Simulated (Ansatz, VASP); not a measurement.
# As in VASP and in Ansatz

The input INCAR:

```
SYSTEM = As
ALGO = Normal
EDIFF = 1E-7
ENCUT = 520
GGA = PS
ISIF = 2
ISMEAR = -1
LASPH = .True.
LCHARG = .False.
LREAL = .False.
LWAVE = .False.
NBANDS = 18
NELM = 80
PREC = Accurate
SIGMA = 0.05
```

KPOINTS

```
k-points
0
Gamma
  7 7 5
  0 0 0
```

Contents of POSCAR:

```
As
1.0
    1.8067500000     -5.4450000000      0.0000000000
    1.8067500000      5.4450000000      0.0000000000
    0.0000000000      0.0000000000      4.4700000000
As
4
Direct
    0.3900000000      0.6100000000      0.5600000000
    0.8900000000      0.1100000000      0.9400000000
    0.6100000000      0.3900000000      0.4400000000
    0.1100000000      0.8900000000      0.0600000000
```

The input input.yaml:

```yaml
crystal:
  lattice:
    - [1.80675, -5.445, 0.0]
    - [1.80675, 5.445, 0.0]
    - [0.0, 0.0, 4.47]
  atoms:
    - { symbol: As, position: [0.39, 0.61, 0.56] }
    - { symbol: As, position: [0.89, 0.11, 0.94] }
    - { symbol: As, position: [0.61, 0.39, 0.44] }
    - { symbol: As, position: [0.11, 0.89, 0.06] }
hamiltonian:
  xc: pbesol
  pseudopotentials: { kind: paw }
kpoints:
  mp_grid: { grid: [7, 7, 5] }
  band_path:
    path:
      - [[0.0, 0.0, 0.0], [0.2775258264, 0.2775258264, 0.0], [0.0, 0.5, 0.0], [0.0, 0.5, 0.5], [0.2775258264, 0.2775258264, 0.5], [0.0, 0.0, 0.5], [0.0, 0.0, 0.0], [-0.5, 0.5, 0.0], [-0.2775258264, 0.7224741736, 0.0], [-0.2775258264, 0.7224741736, 0.5], [-0.5, 0.5, 0.5], [-0.5, 0.5, 0.0]]
      - [[0.0, 0.0, 0.5], [-0.5, 0.5, 0.5]]
    npoints: 14
scf:
  occupations: { method: fermi_dirac, width: 0.05 }
  n_extra_bands: 10
output:
  forces: true
  stress: true
  eigenvalues: true
  fatbands: false
```

Alike in both runs: functional PBEsol; k mesh 7 × 7 × 5; occupations fermi-dirac, width 0.05 eV; no spin polarisation.

|  | VASP | Ansatz |
| --- | --- | --- |
| version | VASP 6.6.1 | Ansatz 0.2.0 |
| potentials or method | VASP PAW PBE potentials, release 64 (As) | Ansatz PAW |
| plane-wave cutoff (eV) | 520 | 420 |
| valence electrons in the cell | 20 | 60 |
| task | single point | band structure |

Ansatz gave:

| Quantity | Value |
| --- | --- |
| gap on the k mesh at the Fermi level (eV) | none |
| pressure (GPa) | 1.2 |
| traceless stress, the component that is largest in VASP (GPa) | -1.63 |
| rms of the force components (eV/Å) | 0.137 |

Task: What did VASP give for the same quantities?

Result: gap on the k mesh at the Fermi level (eV): none; pressure (GPa): 1.6; traceless stress, the component that is largest in VASP (GPa): -1.66; rms of the force components (eV/Å): 0.164.

VASP's potentials were made for PBE, not for PBEsol. Atom by atom the forces differ by 0.048 eV/Å (rms over components). A gap of «none» marks a metal or a gap that the smearing closes. VASP's potentials hold 20 valence electrons a cell and Ansatz's 60, so a difference there can come from the potentials and not from the codes.
